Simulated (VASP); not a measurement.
Input of a VASP 6.6.1 run:

File INCAR:

```
SYSTEM = Se
PREC = Accurate
ENCUT = 520
EDIFF = 1E-6
ISMEAR = -1
SIGMA = 0.1
LREAL = .FALSE.
LASPH = .TRUE.
NELM = 80
ALGO = Normal
ISIF = 2
LWAVE = .FALSE.
LCHARG = .FALSE.
GGA = RP
NBANDS = 9
```

Contents of KPOINTS:

```
regular mesh
0
G
  20 20 20
  0 0 0
```

The input POSCAR:

```
Se
1.0
    0.0000000000      2.1904663545      2.1904663545
    2.1904663545      0.0000000000      2.1904663545
    2.1904663545      2.1904663545      0.0000000000
Se
1
Direct
    0.0000000000      0.0000000000      0.0000000000
```

Potentials or basis: VASP PAW PBE potentials, release 64 (Se).

Command:

```console
$ cat potpaw_PBE.64/Se/POTCAR > POTCAR
$ mpirun -np 1 vasp_std > vasp.out
```

Q: Estimate the pressure.

A: -0.2 GPa.

Q: Estimate the band gap on the k mesh.

A: Zero (bands 3 and 4 overlap by 4.96 eV).

Caveat: the PAW data sets were made with another functional, which shifts forces and pressure a little.
